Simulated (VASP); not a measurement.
# Zn3Se2 (P-3m1) in VASP: a series of runs

The runs below take Zn3Se2 through single point, relaxation of cell and atoms, with PBE.

Program: VASP 6.6.1. These are calculated values, not measurements. Logs are shortened: lines on timing, memory, paths and dates and some standing lists are left out, and cuts for length are marked.

## Step 1: The cell of the first run

Symmetry: P-3m1, No. 164, trigonal system. Conventional cell: a = 4.093 Å, b = 4.093 Å, c = 6.368 Å, α = 90.00°, β = 90.00°, γ = 120.00°. Zn (site symmetry -3m) has 6 Se at 2.83 Å and 6 Zn at 3.27 Å within 3.7 Å. Zn (site symmetry 3m) has 4 Se at 2.46 to 2.55 Å and 6 Zn at 3.00 to 3.27 Å within 3.3 Å. Within 3.3 Å of Se (site symmetry 3m) lie 7 Zn at 2.46 to 2.83 Å.

## Step 2: Single point, PBE

INCAR reads:

```
SYSTEM = Zn3Se2
  ALGO = Normal
  EDIFF = 1E-6
  ENCUT = 520
  GGA = PE
  ISIF = 2
  ISMEAR = 0
  LASPH = .True.
  LCHARG = .True.
  LELF = .True.
  LREAL = .False.
  LVHAR = .True.
  LWAVE = .False.
  NBANDS = 32
  NELM = 100
  PREC = Accurate
  SIGMA = 0.1
```

KPOINTS reads:

```
k-points
0
Gamma
  6 6 4
  0 0 0
```

POSCAR reads:

```
Zn3Se2
1.0
    4.0927799119      0.0000000000      0.0000000000
   -2.0463899559      3.5444513758      0.0000000000
    0.0000000000      0.0000000000      6.3677007258
Zn Se
3 2
Direct
    0.0000000000      0.0000000000      0.0000000000
    0.3333333333      0.6666666667      0.6450000000
    0.6666666667      0.3333333333      0.3550000000
    0.3333333333      0.6666666667      0.2450000000
    0.6666666667      0.3333333333      0.7550000000
```

Potentials or basis: VASP PAW PBE potentials, release 64 (Zn, Se).

The run is started by

```console
cat potpaw_PBE.64/Zn/POTCAR potpaw_PBE.64/Se/POTCAR > POTCAR
mpirun -np 1 vasp_std > vasp.out
```

OUTCAR:

```text
SYSTEM = Zn3Se2
   EDIFF = 1E-6
   ENCUT = 520
   GGA = PE
   ISIF = 2
   ISMEAR = 0
   LASPH = .True.
   LREAL = .False.
   NELM = 100
   PREC = Accurate

 ion  position               nearest neighbor table
   1  0.000  0.000  0.000-   4 2.83   5 2.83   4 2.83   5 2.83   5 2.83   4 2.83
   2  0.333  0.667  0.645-   5 2.46   5 2.46   5 2.46   4 2.55   3 3.00   3 3.00   3 3.00
   3  0.667  0.333  0.355-   4 2.46   4 2.46   4 2.46   5 2.55   2 3.00   2 3.00   2 3.00
   4  0.333  0.667  0.245-   3 2.46   3 2.46   3 2.46   2 2.55   1 2.83   1 2.83   1 2.83
   5  0.667  0.333  0.755-   2 2.46   2 2.46   2 2.46   3 2.55   1 2.83   1 2.83   1 2.83

  LATTYP: Found a hexagonal cell.
 ALAT       =     4.0927799119
 C/A-ratio  =     1.5558375634

  Lattice vectors:

 A1 = (   4.0927799119,   0.0000000000,   0.0000000000)
 A2 = (  -2.0463899559,   3.5444513758,   0.0000000000)
 A3 = (   0.0000000000,   0.0000000000,   6.3677007258)

Analysis of symmetry for initial positions (statically):
=====================================================================
 Subroutine PRICEL returns:
 Original cell was already a primitive cell.

 Routine SETGRP: Setting up the symmetry group for a
 hexagonal supercell.

 Subroutine GETGRP returns: Found 12 space group operations
 (whereof 12 operations were pure point group operations)
 out of a pool of 24 trial point group operations.

The static configuration has the point symmetry D_3d.

Analysis of symmetry for dynamics (positions and initial velocities):
=====================================================================
 Subroutine PRICEL returns:
 Original cell was already a primitive cell.

 Routine SETGRP: Setting up the symmetry group for a
 hexagonal supercell.

 Subroutine GETGRP returns: Found 12 space group operations
 (whereof 12 operations were pure point group operations)
 out of a pool of 24 trial point group operations.

The dynamic configuration has the point symmetry D_3d.

 Subroutine INISYM returns: Found 12 space group operations
 (whereof 12 operations are pure point group operations),
 and found     1 'primitive' translations

----------------------------------------------------------------------------------------

                                     Primitive cell

  volume of cell :      92.3741

  direct lattice vectors                    reciprocal lattice vectors
     4.092779912  0.000000000  0.000000000     0.244332708  0.141065555  0.000000000
    -2.046389956  3.544451376  0.000000000     0.000000000  0.282131110  0.000000000
     0.000000000  0.000000000  6.367700726     0.000000000  0.000000000  0.157042556

  length of vectors
     4.092779912  4.092779912  6.367700726     0.282131110  0.282131110  0.157042556

  position of ions in fractional coordinates (direct lattice)
     0.000000000  0.000000000  0.000000000
     0.333333333  0.666666667  0.645000000
     0.666666667  0.333333333  0.355000000
     0.333333333  0.666666667  0.245000000
     0.666666667  0.333333333  0.755000000

  ion indices of the primitive-cell ions
   primitive index   ion index
                 1           1
                 2           2
                 3           3
                 4           4
                 5           5

----------------------------------------------------------------------------------------

 KPOINTS: k-points

Automatic generation of k-mesh.
 Grid dimensions read from file:
 generate k-points for:    6    6    4

 Generating k-lattice:

  Cartesian coordinates                     Fractional coordinates (reciprocal lattice)
     0.040722118  0.023510926  0.000000000     0.166666667  0.000000000  0.000000000
     0.000000000  0.047021852  0.000000000     0.000000000  0.166666667  0.000000000
     0.000000000  0.000000000  0.039260639     0.000000000  0.000000000  0.250000000

  Length of vectors
     0.047021852  0.047021852  0.039260639

  Shift w.r.t. Gamma in fractional coordinates (k-lattice)
     0.000000000  0.000000000  0.000000000

 Subroutine IBZKPT returns following result:
 ===========================================

 Found     24 irreducible k-points:

 Following reciprocal coordinates:
            Coordinates               Weight
  0.000000  0.000000  0.000000      1.000000
  0.166667 -0.000000  0.000000      6.000000
  0.333333 -0.000000  0.000000      6.000000
  0.500000 -0.000000  0.000000      3.000000
  0.166667  0.166667  0.000000      6.000000
  0.333333  0.166667  0.000000     12.000000
[... 16 lines left out ...]
  0.333333  0.166667  0.500000     12.000000
  0.333333  0.333333  0.500000      2.000000
   k-points           NKPTS =     24   k-points in BZ     NKDIM =     24   number of bands    NBANDS=     32
   number of dos      NEDOS =    301   number of ions     NIONS =      5
   total plane-waves  NPLWV =  43200
   dimension x,y,z NGX =    30 NGY =   30 NGZ =   48
   dimension x,y,z NGXF=    60 NGYF=   60 NGZF=   96
   ions per type =               3   2
   NGX,Y,Z   is equivalent  to a cutoff of  12.19, 12.19, 12.53 a.u.
   NGXF,Y,Z  is equivalent  to a cutoff of  24.37, 24.37, 25.06 a.u.
 SYSTEM =  Zn3Se2
   PREC   = accura    normal or accurate (medium, high low for compatibility)
   ISTART =      0    job   : 0-new  1-cont  2-samecut
   ICHARG =      2    charge: 1-file 2-atom 10-const
   ISPIN  =      1    spin polarized calculation?
   LNONCOLLINEAR =      F non collinear calculations
   LSORBIT =      F    spin-orbit coupling
   LASPH  =      T    aspherical Exc in radial PAW
   ENCUT  =  520.0 eV  38.22 Ry    6.18 a.u.   7.61  7.61 11.84*2*pi/ulx,y,z
   NELM   =    100;   NELMIN=  2; NELMDL= -5     # of ELM steps
   EDIFF  = 0.1E-05   stopping-criterion for ELM
   LREAL  =      F    real-space projection
[... 7 lines left out ...]
   TEBEG  =    0.0;   TEEND  =   0.0 temperature during run
   PSTRESS=    0.0 pullay stress
   NELECT =      48.0000    total number of electrons
   NUPDOWN=      -1.0000    fix difference up-down
   EMIN   =  10.00;   EMAX   =-10.00  energy-range for DOS
   EFERMI =   0.00;   METHOD = LEGACY
   ISMEAR =     0;   SIGMA  =   0.10  broadening in eV -4-tet -1-fermi 0-gaus
   EFERMI_NEDOS =   21; number of points for ismear=-14 and -15
   IALGO  =     38    algorithm
   IMIX   =      4    mixing-type and parameters
     AMIX     =   0.40;   BMIX     =  1.00
     AMIX_MAG =   1.60;   BMIX_MAG =  1.00
  volume/ion in A,a.u.               =      18.47       124.67
  Fermi-wavevector in a.u.,A,eV,Ry     =   1.316150  2.487162 23.568685  1.732250
  Thomas-Fermi vector in A             =   2.446282
   LORBIT       =      0    0 simple, 1 ext, 2 COOP (PROOUT), +10 PAW based schemes
   GGA     = PE    functional components
   LHFCALC =     F    Hartree Fock is set to
   AEXX    =    0.0000 exact exchange contribution
   IVDW    =     0    specifies the selected vdW correction
   LEPSILON=     F    determine dielectric tensor
   LRPA    =     F    only Hartree local field effects (RPA)
 non-spin polarized calculation
 Gauss-broadening in eV      SIGMA  =   0.10
  energy-cutoff  :      520.00
  volume of cell :       92.37
 maximum number of plane-waves:      2520
   NGX = 15   NGY = 15   NGZ = 23

 number of electron      48.0000050 magnetization

 Free energy of the ion-electron system (eV)
  ---------------------------------------------------
  ext. energy  EPLUGINS =         0.00000000
  ---------------------------------------------------
  free energy    TOTEN  =       -10.66166515 eV

  energy without entropy =      -10.65544696  energy(sigma->0) =      -10.65855605

 E-fermi :   4.5626     XC(G=0): -10.4927

 val. band max:        4.5299601265   @ k =   0.1667  -0.0000   0.2500
 cond. band min:       4.6334372617   @ k =   0.5000  -0.0000   0.2500
 fundamental gap:      0.1034771352
 Fermi energy:         4.5625982950

 k-point     1 :       0.0000    0.0000    0.0000
  band No.  band energies     occupation
      1     -11.1212      2.00000
      2     -10.1213      2.00000
      3      -4.0614      2.00000
      4      -4.0614      2.00000
      5      -3.9873      2.00000
      6      -3.9873      2.00000
[... 24 lines left out ...]
     31       8.9413      0.00000
     32      10.0365      0.00000

 k-point     2 :       0.1667   -0.0000    0.0000
  band No.  band energies     occupation
      1     -10.9518      2.00000
      2     -10.0502      2.00000
      3      -4.0958      2.00000
      4      -4.0267      2.00000
      5      -3.9705      2.00000
      6      -3.9242      2.00000
[... 24 lines left out ...]
     31       9.2953      0.00000
     32      10.1593      0.00000

 k-point     3 :       0.3333   -0.0000    0.0000
  band No.  band energies     occupation
      1     -10.5395      2.00000
      2      -9.9368      2.00000
      3      -4.0992      2.00000
      4      -3.9402      2.00000
      5      -3.9294      2.00000
      6      -3.8768      2.00000
[... 24 lines left out ...]
     31      10.3982      0.00000
     32      11.0209      0.00000

 k-point     4 :       0.5000   -0.0000    0.0000
  band No.  band energies     occupation
      1     -10.2407      2.00000
      2      -9.9454      2.00000
      3      -4.0165      2.00000
      4      -3.9866      2.00000
      5      -3.8510      2.00000
      6      -3.8181      2.00000
[... 24 lines left out ...]
     31      11.7365      0.00000
     32      12.0510      0.00000

 k-point     5 :       0.1667    0.1667    0.0000
  band No.  band energies     occupation
      1     -10.6582      2.00000
      2      -9.9566      2.00000
      3      -4.1065      2.00000
      4      -3.9822      2.00000
      5      -3.9065      2.00000
      6      -3.8489      2.00000
[... 584 lines left out ...]
     31      10.3446      0.00000
     32      11.3378      0.00000

 k-point    22 :       0.1667    0.1667    0.5000
  band No.  band energies     occupation
      1     -10.3921      2.00000
      2     -10.2520      2.00000
      3      -4.2039      2.00000
      4      -4.1314      2.00000
      5      -3.9489      2.00000
      6      -3.8635      2.00000
[... 24 lines left out ...]
     31       9.9425      0.00000
     32      10.9433      0.00000

 k-point    23 :       0.3333    0.1667    0.5000
  band No.  band energies     occupation
      1     -10.1322      2.00000
      2     -10.0371      2.00000
      3      -4.2136      2.00000
      4      -3.9923      2.00000
      5      -3.8726      2.00000
      6      -3.8119      2.00000
[... 24 lines left out ...]
     31      10.4360      0.00000
     32      11.4897      0.00000

 k-point    24 :       0.3333    0.3333    0.5000
  band No.  band energies     occupation
      1     -10.0036      2.00000
      2     -10.0036      2.00000
      3      -3.9800      2.00000
      4      -3.9800      2.00000
      5      -3.9292      2.00000
      6      -3.8133      2.00000
[... 24 lines left out ...]
     31      10.5368      0.00000
     32      10.5368      0.00000

------------------------ aborting loop because EDIFF is reached ----------------------------------------

  FORCE on cell =-STRESS in cart. coord.  units (eV):
  Direction    XX          YY          ZZ          XY          YZ          ZX
  --------------------------------------------------------------------------------------
  -------------------------------------------------------------------------------------
  Total        6.4904464      6.4904464      6.7344095      0.0000000      0.0000000      0.0000000
  in kB      112.5732210    112.5732210    116.8046267      0.0000000      0.0000000      0.0000000
  external PRESSURE =     113.9836896 kB  Pullay stress =       0.0000000 kB

 VOLUME and BASIS-vectors are now :
 -----------------------------------------------------------------------------
  energy-cutoff  :      520.00
  volume of cell :       92.37
      direct lattice vectors                 reciprocal lattice vectors
     4.092779912  0.000000000  0.000000000     0.244332708  0.141065555  0.000000000
    -2.046389956  3.544451376  0.000000000     0.000000000  0.282131110  0.000000000
     0.000000000  0.000000000  6.367700726     0.000000000  0.000000000  0.157042556

 POSITION                                       TOTAL-FORCE (eV/Angst)
 -----------------------------------------------------------------------------------
      0.00000      0.00000      0.00000         0.000000      0.000000      0.000000
     -0.00000      2.36297      4.10717        -0.000000      0.000000     -0.021644
      2.04639      1.18148      2.26053         0.000000     -0.000000      0.021644
     -0.00000      2.36297      1.56009         0.000000     -0.000000     -0.466822
      2.04639      1.18148      4.80761        -0.000000      0.000000      0.466822
 -----------------------------------------------------------------------------------
    total drift:                                0.000000      0.000000     -0.000000

  FREE ENERGIE OF THE ION-ELECTRON SYSTEM (eV)
  ---------------------------------------------------
  free  energy   TOTEN  =       -10.6616651482 eV

  energy  without entropy=      -10.6554469593  energy(sigma->0) =      -10.65855605
```

It took 33 s on 1 thread of Intel Xeon 6975P-C (Granite Rapids), shared host; peak memory 0.23 GiB.

Results:

| Property | Result |
| --- | --- |
| Free energy | -10.6617 eV |
| Pressure | 11.4 GPa |
| Largest force | 0.467 eV/Å |
| Band gap on the k mesh | zero (bands 24 and 25 overlap by 1.85 eV) |

Forces on the atoms (eV/Å):
```
Zn   0.000  0.000  0.000
Zn   0.000  0.000 -0.022
Zn   0.000  0.000  0.022
Se   0.000  0.000 -0.467
Se   0.000  0.000  0.467
```

Stress tensor (GPa, compression positive):
```
11.26  0.00  0.00
 0.00 11.26  0.00
 0.00  0.00 11.68
```

Levels at points of the mesh, in eV from the Fermi level:
```tsv
k point	band 20	band 21	band 22	band 23	band 24	band 25	band 26	band 27	band 28	band 29
(0.00, 0.00, 0.00)	-3.19	-2.56	-2.56	-2.24	-2.20	-1.25	2.51	2.51	3.88	3.88
(0.50, 0.00, 0.00)	-5.64	-4.97	-4.22	-3.04	-1.19	0.42	1.44	2.96	4.20	4.75
(0.00, 0.00, 0.50)	-3.21	-3.21	-2.49	-2.49	-0.58	-0.34	1.84	2.08	2.08	3.54
(0.50, 0.00, 0.50)	-4.24	-4.04	-3.97	-3.43	-1.65	0.22	0.79	2.42	4.61	4.99
```

Caveat: the cell stands under pressure.

## Step 3: Single point, PBE

This run uses another cell than the first one, of 28.67 Å³/atom.

INCAR reads:

```
SYSTEM = Zn3Se2
  PREC = Accurate
  ENCUT = 520
  EDIFF = 1E-6
  ISMEAR = 0
  SIGMA = 0.1
  LREAL = .FALSE.
  LASPH = .TRUE.
  NELM = 60
  ALGO = Normal
  ISIF = 2
  LWAVE = .FALSE.
  LCHARG = .TRUE.
  GGA = PE
  LELF = .TRUE.
  LVHAR = .TRUE.
  NBANDS = 32
```

KPOINTS reads:

```
Automatic mesh
0
G
  6 6 4
  0 0 0
```

POSCAR reads:

```
Zn3Se2
1.0
    4.0669020697      0.0000000000      0.0000000000
   -2.0334510348      3.5220405071      0.0000000000
    0.0000000000      0.0000000000     10.0083926692
Zn Se
3 2
Direct
    0.0000000000      0.0000000000      0.0000000000
    0.3333333333      0.6666666667      0.5945002771
    0.6666666667      0.3333333333      0.4054997229
    0.3333333333      0.6666666667      0.3287500652
    0.6666666667      0.3333333333      0.6712499348
```

Potentials or basis: VASP PAW PBE potentials, release 64 (Zn, Se).

The run is started by

```console
cat potpaw_PBE.64/Zn/POTCAR potpaw_PBE.64/Se/POTCAR > POTCAR
mpirun -np 1 vasp_std > vasp.out
```

OUTCAR:

```text
SYSTEM = Zn3Se2
   PREC = Accurate
   ENCUT = 520
   EDIFF = 1E-6
   ISMEAR = 0
   LREAL = .FALSE.
   LASPH = .TRUE.
   NELM = 60
   ISIF = 2
   GGA = PE

 ion  position               nearest neighbor table
   1  0.000  0.000  0.000-
   2  0.333  0.667  0.595-   5 2.47   5 2.47   5 2.47   4 2.66   3 3.02   3 3.02   3 3.02
   3  0.667  0.333  0.405-   4 2.47   4 2.47   4 2.47   5 2.66   2 3.02   2 3.02   2 3.02
   4  0.333  0.667  0.329-   3 2.47   3 2.47   3 2.47   2 2.66
   5  0.667  0.333  0.671-   2 2.47   2 2.47   2 2.47   3 2.66

[... 1041 lines left out ...]
  -------------------------------------------------------------------------------------
  Total        0.0663261      0.0663261      0.1498364      0.0000000     -0.0000000     -0.0000000
  in kB        0.7412634      0.7412634      1.6745790      0.0000000     -0.0000000     -0.0000000
  external PRESSURE =       1.0523686 kB  Pullay stress =       0.0000000 kB

 VOLUME and BASIS-vectors are now :
 -----------------------------------------------------------------------------
  energy-cutoff  :      520.00
  volume of cell :      143.36
      direct lattice vectors                 reciprocal lattice vectors
     4.066902070  0.000000000  0.000000000     0.245887406  0.141963160  0.000000000
    -2.033451035  3.522040507  0.000000000     0.000000000  0.283926320  0.000000000
     0.000000000  0.000000000 10.008392669     0.000000000  0.000000000  0.099916144

 POSITION                                       TOTAL-FORCE (eV/Angst)
 -----------------------------------------------------------------------------------
      0.00000      0.00000      0.00000         0.000000      0.000000      0.000000
     -0.00000      2.34803      5.94999        -0.000000      0.000000     -0.003434
      2.03345      1.17401      4.05840         0.000000     -0.000000      0.003434
     -0.00000      2.34803      3.29026        -0.000000      0.000000     -0.034650
      2.03345      1.17401      6.71813         0.000000     -0.000000      0.034650
 -----------------------------------------------------------------------------------
    total drift:                               -0.000000     -0.000000     -0.000000

  FREE ENERGIE OF THE ION-ELECTRON SYSTEM (eV)
  ---------------------------------------------------
  free  energy   TOTEN  =       -11.7765745564 eV

  energy  without entropy=      -11.7765745564  energy(sigma->0) =      -11.77657456
```

OSZICAR:

```text
N       E                     dE             d eps       ncg     rms          rms(c)
DAV:   1     0.311219539960E+03    0.31122E+03   -0.22089E+04  1536   0.166E+03
DAV:   2     0.183789904794E+02   -0.29284E+03   -0.27788E+03  1592   0.359E+02
DAV:   3    -0.116437432093E+02   -0.30023E+02   -0.29498E+02  1880   0.115E+02
DAV:   4    -0.124172284549E+02   -0.77349E+00   -0.77254E+00  1640   0.182E+01
DAV:   5    -0.124238039469E+02   -0.65755E-02   -0.65744E-02  1848   0.147E+00    0.673E+00
DAV:   6    -0.117885539515E+02    0.63525E+00   -0.14619E+00  1992   0.268E+01    0.533E+00
DAV:   7    -0.117775457126E+02    0.11008E-01   -0.70674E-01  1672   0.466E+00    0.209E+00
DAV:   8    -0.117763692329E+02    0.11765E-02   -0.19802E-02  1704   0.146E+00    0.487E-01
DAV:   9    -0.117763502884E+02    0.18945E-04   -0.56579E-03  1864   0.963E-01    0.984E-02
DAV:  10    -0.117764559184E+02   -0.10563E-03   -0.60949E-04  1720   0.266E-01    0.572E-02
DAV:  11    -0.117765648938E+02   -0.10898E-03   -0.21404E-04  1688   0.807E-02    0.154E-02
DAV:  12    -0.117765736256E+02   -0.87318E-05   -0.24787E-05  1800   0.415E-02    0.841E-03
DAV:  13    -0.117765745564E+02   -0.93077E-06   -0.55924E-06  1648   0.172E-02
   1 F= -.11776575E+02 E0= -.11776575E+02  d E =-.108228E-10
```

Run time: 48 s. Hardware: 1 thread of Intel Xeon 6975P-C (Granite Rapids), shared host; peak memory 0.3 GiB.

What came out:

| Quantity | Value |
| --- | --- |
| Free energy | -11.7766 eV |
| Pressure | 0.1 GPa |
| Largest force | 0.035 eV/Å |
| Band gap on the k mesh | 1.05 eV (least direct gap 1.60 eV) |

Forces in eV/Å, atoms in the order of the input:
```
Zn   0.000  0.000  0.000
Zn   0.000  0.000 -0.003
Zn   0.000  0.000  0.003
Se   0.000  0.000 -0.035
Se   0.000  0.000  0.035
```

A k mesh can miss the band edges.

(Continued in part 2 of 2.)

The gap in the log of VASP goes by the Fermi energy; the results here count the filled bands.